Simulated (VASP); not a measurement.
Re:

```
Re
1.0
     4.93360    0.00000    0.00000
     0.00000    4.93360    0.00000
     0.00000    0.00000    4.93360
Re
8
Direct
  0.50000 0.50000 0.50000
  0.00000 0.00000 0.00000
  0.25000 0.00000 0.50000
  0.50000 0.25000 0.00000
  0.50000 0.75000 0.00000
  0.75000 0.00000 0.50000
  0.00000 0.50000 0.75000
  0.00000 0.50000 0.25000
```

```yaml
Program: VASP 6.6.1
Task: relaxation of cell and atoms
Functional: PBEsol
Potentials_or_basis: VASP PAW PBE potentials, release 64 (Re)
Cutoff: 600 eV
k_mesh: 4 × 4 × 4
Occupations: gaussian, width 0.1 eV
Spin: no spin polarisation
```

At the start: pressure -5.4 GPa; volume 15.01 Å³/atom.

How do energy, volume and symmetry change on relaxing?

Over 3 steps the energy falls by 3.6 meV/atom and the volume is 14.80 Å³/atom (-1.4 %); space group Pm-3n (No. 223, to 0.05 Å).

The path:
| step | energy change (eV) | largest force (eV/Å) | pressure (GPa) | volume (Å³) |
| --- | --- | --- | --- | --- |
| 1 | 0.0000 | 0.0000 | -5.36 | 120.09 |
| 2 | 0.5042 | 0.0000 | 26.47 | 111.57 |
| 3 | -0.0288 | 0.0000 | -0.14 | 118.44 |

Final structure:
```
Re
1.0
     4.91093    0.00000    0.00000
     0.00000    4.91093    0.00000
     0.00000    0.00000    4.91093
Re
8
Direct
  0.50000 0.50000 0.50000
  0.00000 0.00000 0.00000
  0.25000 0.00000 0.50000
  0.50000 0.25000 0.00000
  0.50000 0.75000 0.00000
  0.75000 0.00000 0.50000
  0.00000 0.50000 0.75000
  0.00000 0.50000 0.25000
```

Caveat: the PAW data sets were made with another functional, which shifts forces and pressure a little.
